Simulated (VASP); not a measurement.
A run of VASP 6.6.1:

Contents of INCAR:

```
SYSTEM = Mo4H
  PREC = Accurate
  ENCUT = 520
  EDIFF = 1E-6
  ISMEAR = 0
  SIGMA = 0.1
  LREAL = .False.
  LASPH = .True.
  NELM = 60
  ALGO = Normal
  ISIF = 2
  LWAVE = .False.
  LCHARG = .False.
  LDIPOL = .True.
  IDIPOL = 3
  DIPOL = 0.5 0.5 0.494
  GGA = PS
  NBANDS = 36
```

KPOINTS

```
Automatic mesh
0
Gamma
  10 10 1
  0 0 0
```

The input POSCAR:

```
Mo4H
1.0
    2.8007049267      0.0000000000      0.0000000000
    0.0000000000      2.8007049267      0.0000000000
    0.0000000000      0.0000000000     24.9411923373
Mo H
4 1
Direct
    0.5000000000      0.5000000000      0.3408016700
    0.0000000000      0.0000000000      0.4202043472
    0.5000000000      0.5000000000      0.4974210122
    0.0000000000      0.0000000000      0.5751683665
    0.0000000000      0.3333333333      0.6340982414
```

Potentials or basis: VASP PAW PBE potentials, release 64 (Mo_sv, H).

Run with:

```console
$ cat potpaw_PBE.64/Mo_sv/POTCAR potpaw_PBE.64/H/POTCAR > POTCAR
$ mpirun -np 1 vasp_std > vasp.out
```

Hardware: 1 thread of Intel(R) Xeon(R) Platinum 8259CL CPU @ 2.50GHz (Skylake/Cascade Lake), on a shared host.

Problem. How long does it take, and how much memory?

Solution. Wall time 7.7 min on 1 thread of Intel(R) Xeon(R) Platinum 8259CL CPU @ 2.50GHz (Skylake/Cascade Lake), on a shared host, peak memory 0.43 GiB. Counts: scf iterations 30, k points 36.
